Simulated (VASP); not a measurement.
Wanted: the native input for a VASP 6.6.1 run.

```
Task                   : single point
Functional             : PBEsol
Potentials or basis    : VASP PAW PBE potentials, release 64 (K_sv)
Cutoff                 : 520 eV
k mesh                 : 18 × 18 × 18
Occupations            : fermi-dirac, width 0.1 eV
Spin                   : no spin polarisation
Dipole correction      : no
Further INCAR settings : ALGO = Normal; EDIFF = 1e-07; NBANDS = 10
```

The structure of K lies in POSCAR:

```
K
1.0
    0.0000000000      3.0858055426      3.0858055426
    3.0858055426      0.0000000000      3.0858055426
    3.0858055426      3.0858055426      0.0000000000
K
1
Direct
    0.0000000000      0.0000000000      0.0000000000
```

The input as run:

INCAR

```
SYSTEM = K
PREC = Accurate ; ENCUT = 520
EDIFF = 1E-7 ; ISMEAR = -1
SIGMA = 0.1 ; LREAL = .FALSE.
LASPH = .TRUE. ; NELM = 100
ALGO = Normal ; ISIF = 2
LWAVE = .FALSE. ; LCHARG = .FALSE.
GGA = PS ; NBANDS = 10
```

KPOINTS

```
Automatic mesh
0
G
  18 18 18
  0 0 0
```

Potentials or basis: VASP PAW PBE potentials, release 64 (K_sv).

Command:

```sh
$ cat potpaw_PBE.64/K_sv/POTCAR > POTCAR
$ mpirun -np 1 vasp_std > vasp.out
```

Results of the run:

```json
{
 "Pressure": "1.0 GPa"
}
```

Caveat: the PAW data sets were made with another functional, which shifts forces and pressure a little.

It took 2.2 min on 1 thread of Oxide Virtual Turin-like Processor, with other jobs on the host, peak memory 0.21 GiB.
